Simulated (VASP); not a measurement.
# Na (Im-3m) in VASP: a series of runs

Runs on Na. Level: PBEsol. Tasks: single point.

Program: VASP 6.6.1. These are calculated values, not measurements. Logs are shortened: lines on timing, memory, paths and dates and some standing lists are left out, and cuts for length are marked.

**1. The cell of the first run**

It takes space group Im-3m (No. 229, cubic). The conventional cell has a = 4.170 Å, b = 4.170 Å, c = 4.170 Å, α = 90.00°, β = 90.00°, γ = 90.00°. Within 4.7 Å of Na (site symmetry m-3m) lie 14 Na at 3.61 to 4.17 Å.

**2. Single point, PBEsol**

INCAR

```
SYSTEM = Na
ALGO     = Normal         ! electronic algorithm
EDIFF    = 1E-6           ! SCF threshold, eV
ENCUT    = 520            ! plane-wave cutoff, eV
GGA      = PS             ! functional
ISIF     = 2              ! what is computed and relaxed
ISMEAR   = -1             ! smearing method
LASPH    = .TRUE.         ! aspherical terms in the spheres
LCHARG   = .FALSE.        ! write CHGCAR
LREAL    = .FALSE.        ! projectors in reciprocal space
LWAVE    = .FALSE.        ! write WAVECAR
NBANDS   = 10             ! bands
NELM     = 80             ! most SCF steps
PREC     = Accurate       ! precision mode
SIGMA    = 0.1            ! smearing width, eV
```

KPOINTS

```
k-points
0
G
  11 11 11
  0 0 0
```

POSCAR

```
Na
1.0
   -2.0847913414      2.0847913414      2.0847913414
    2.0847913414     -2.0847913414      2.0847913414
    2.0847913414      2.0847913414     -2.0847913414
Na
1
Direct
    0.0000000000      0.0000000000      0.0000000000
```

Potentials or basis: VASP PAW PBE potentials, release 64 (Na_pv).

Launch:

```bash
$ cat potpaw_PBE.64/Na_pv/POTCAR > POTCAR
$ mpirun -np 1 vasp_std > vasp.out
```

OUTCAR:

```text
SYSTEM = Na
   EDIFF = 1E-6
   ENCUT = 520
   GGA = PS
   ISIF = 2
   ISMEAR = -1
   LASPH = .TRUE.
   LREAL = .FALSE.
   NELM = 80
   PREC = Accurate

 ion  position               nearest neighbor table
   1  0.000  0.000  0.000-

  LATTYP: Found a body centered cubic cell.
 ALAT       =     4.1695826828

  Lattice vectors:

 A1 = (  -2.0847913414,   2.0847913414,   2.0847913414)
 A2 = (   2.0847913414,  -2.0847913414,   2.0847913414)
 A3 = (   2.0847913414,   2.0847913414,  -2.0847913414)

Analysis of symmetry for initial positions (statically):
=====================================================================
 Subroutine PRICEL returns:
 Original cell was already a primitive cell.

 Routine SETGRP: Setting up the symmetry group for a
 body centered cubic supercell.

 Subroutine GETGRP returns: Found 48 space group operations
 (whereof 48 operations were pure point group operations)
 out of a pool of 48 trial point group operations.

The static configuration has the point symmetry O_h .

Analysis of symmetry for dynamics (positions and initial velocities):
=====================================================================
 Subroutine PRICEL returns:
 Original cell was already a primitive cell.

 Routine SETGRP: Setting up the symmetry group for a
 body centered cubic supercell.

 Subroutine GETGRP returns: Found 48 space group operations
 (whereof 48 operations were pure point group operations)
 out of a pool of 48 trial point group operations.

The dynamic configuration has the point symmetry O_h .

 Subroutine INISYM returns: Found 48 space group operations
 (whereof 48 operations are pure point group operations),
 and found     1 'primitive' translations

----------------------------------------------------------------------------------------

                                     Primitive cell

  volume of cell :      36.2450

  direct lattice vectors                    reciprocal lattice vectors
    -2.084791341  2.084791341  2.084791341     0.000000000  0.239832155  0.239832155
     2.084791341 -2.084791341  2.084791341     0.239832155  0.000000000  0.239832155
     2.084791341  2.084791341 -2.084791341     0.239832155  0.239832155  0.000000000

  length of vectors
     3.610964526  3.610964526  3.610964526     0.339173886  0.339173886  0.339173886

  position of ions in fractional coordinates (direct lattice)
     0.000000000  0.000000000  0.000000000

  ion indices of the primitive-cell ions
   primitive index   ion index
[... 72 lines left out ...]
   NELM   =     80;   NELMIN=  2; NELMDL= -5     # of ELM steps
   EDIFF  = 0.1E-05   stopping-criterion for ELM
   LREAL  =      F    real-space projection
   EDIFFG = 0.1E-04   stopping-criterion for IOM
   NSW    =      0    number of steps for IOM
   IBRION =     -1    ionic relax: 0-MD 1-quasi-New 2-CG
   NFREE  =      0    steps in history (QN), initial steepest desc. (CG)
   ISIF   =      2    stress and relaxation
   ISYM   =      2    0-nonsym 1-usesym 2-fastsym
   POTIM  = 0.5000    time-step for ionic-motion
   TEBEG  =    0.0;   TEEND  =   0.0 temperature during run
   PSTRESS=    0.0 pullay stress
   NELECT =       7.0000    total number of electrons
   NUPDOWN=      -1.0000    fix difference up-down
   EMIN   =  10.00;   EMAX   =-10.00  energy-range for DOS
   EFERMI =   0.00;   METHOD = LEGACY
   ISMEAR =    -1;   SIGMA  =   0.10  broadening in eV -4-tet -1-fermi 0-gaus
   EFERMI_NEDOS =   21; number of points for ismear=-14 and -15
   IALGO  =     38    algorithm
   IMIX   =      4    mixing-type and parameters
     AMIX     =   0.40;   BMIX     =  1.00
     AMIX_MAG =   1.60;   BMIX_MAG =  1.00
  volume/ion in A,a.u.               =      36.24       244.59
  Fermi-wavevector in a.u.,A,eV,Ry     =   0.946291  1.788232 12.183575  0.895468
  Thomas-Fermi vector in A             =   2.074275
   LORBIT       =      0    0 simple, 1 ext, 2 COOP (PROOUT), +10 PAW based schemes
   GGA     = PS    functional components
   LHFCALC =     F    Hartree Fock is set to
   AEXX    =    0.0000 exact exchange contribution
   IVDW    =     0    specifies the selected vdW correction
   LEPSILON=     F    determine dielectric tensor
   LRPA    =     F    only Hartree local field effects (RPA)
 non-spin polarized calculation
  energy-cutoff  :      520.00
  volume of cell :       36.24
 maximum number of plane-waves:       985
   NGX = 13   NGY = 13   NGZ = 13

 number of electron       6.9999995 magnetization

 Free energy of the ion-electron system (eV)
  ---------------------------------------------------
  ext. energy  EPLUGINS =         0.00000000
  ---------------------------------------------------
  free energy    TOTEN  =        -1.40856491 eV

  energy without entropy =       -1.39484860  energy(sigma->0) =       -1.40170675

 E-fermi :   0.3952     XC(G=0):  -6.5609

 val. band max:        0.3373360781   @ k =  -0.3636   0.4545   0.0909
 cond. band min:       0.4749017826   @ k =   0.1818   0.1818   0.1818
 fundamental gap:      0.1375657046
 Fermi energy:         0.3951983297

 k-point     1 :       0.0000    0.0000    0.0000
  band No.  band energies     occupation
      1     -24.3975      2.00000
      2     -24.3975      2.00000
      3     -24.3975      2.00000
      4      -2.9556      2.00000
      5      12.2490      0.00000
      6      12.2491      0.00000
      7      12.2491      0.00000
      8      13.2674      0.00000
      9      13.2674      0.00000
     10      13.8190      0.00000
[... 287 lines left out ...]
 k-point    24 :       0.3636    0.1818    0.0909
  band No.  band energies     occupation
      1     -24.4294      2.00000
      2     -24.4150      2.00000
      3     -24.4034      2.00000
      4       1.7437      0.00000
      5       2.2611      0.00000
      6       5.0283      0.00000
      7       6.9334      0.00000
      8      13.8748      0.00000
      9      15.2831      0.00000
     10      16.4034      0.00000

 [... further k-points ...]
[... 5 lines left out ...]
  --------------------------------------------------------------------------------------
  -------------------------------------------------------------------------------------
  Total       -0.0017243     -0.0017243     -0.0017243      0.0000000     -0.0000000     -0.0000000
  in kB       -0.0762194     -0.0762194     -0.0762194      0.0000000     -0.0000000     -0.0000000
  external PRESSURE =      -0.0762194 kB  Pullay stress =       0.0000000 kB

 VOLUME and BASIS-vectors are now :
 -----------------------------------------------------------------------------
  energy-cutoff  :      520.00
  volume of cell :       36.24
      direct lattice vectors                 reciprocal lattice vectors
    -2.084791341  2.084791341  2.084791341     0.000000000  0.239832155  0.239832155
     2.084791341 -2.084791341  2.084791341     0.239832155  0.000000000  0.239832155
     2.084791341  2.084791341 -2.084791341     0.239832155  0.239832155  0.000000000

 POSITION                                       TOTAL-FORCE (eV/Angst)
 -----------------------------------------------------------------------------------
      0.00000      0.00000      0.00000        -0.000000      0.000000     -0.000000
 -----------------------------------------------------------------------------------
    total drift:                               -0.000000     -0.000000     -0.000000

  FREE ENERGIE OF THE ION-ELECTRON SYSTEM (eV)
  ---------------------------------------------------
  free  energy   TOTEN  =        -1.4085649125 eV

  energy  without entropy=       -1.3948485958  energy(sigma->0) =       -1.40170675
```

Run time: 9.4 s. Hardware: 1 thread of Intel Xeon Platinum 8488C (Sapphire Rapids), shared host; peak memory 0.15 GiB.

What came out:

| Quantity | Value |
| --- | --- |
| Free energy | -1.4086 eV |
| Pressure | 0.0 GPa |

Caveat: the PAW data sets were made with another functional, which shifts forces and pressure a little.

**3. Single point, PBEsol (volume scaled by 0.88)**

INCAR

```
ALGO = Normal
EDIFF = 1E-6
ENCUT = 520
GGA = PS
ISIF = 2
ISMEAR = -1
LASPH = T
LCHARG = F
LREAL = F
LWAVE = F
NBANDS = 10
NELM = 60
PREC = Accurate
SIGMA = 0.1
```

KPOINTS

```
k-points
0
Gamma
  17 17 17
```

POSCAR

```
Na
1.0
   -1.9978221262      1.9978221262      1.9978221262
    1.9978221262     -1.9978221262      1.9978221262
    1.9978221262      1.9978221262     -1.9978221262
Na
1
Direct
    0.0000000000      0.0000000000      0.0000000000
```

Potentials or basis: VASP PAW PBE potentials, release 64 (Na_pv).

Launch:

```bash
$ cat potpaw_PBE.64/Na_pv/POTCAR > POTCAR
$ mpirun -np 1 vasp_std > vasp.out
```

It took 30 s on 1 thread of Intel Xeon Platinum 8488C (Sapphire Rapids), shared host; peak memory 0.17 GiB.

The run converged. Its results:

| Quantity | Value |
| --- | --- |
| Free energy | -1.3903 eV |
| Pressure | 1.3 GPa |

Levels at points of the mesh, in eV from the Fermi level:
```csv
k point,band 2,band 3,band 4,band 5,band 6,band 7
"(0.00, 0.00, 0.00)",-24.69,-24.69,-3.62,12.74,12.74,12.74
```

Caveat: the PAW data sets were made with another functional, which shifts forces and pressure a little.

[end of part 1 of 2]
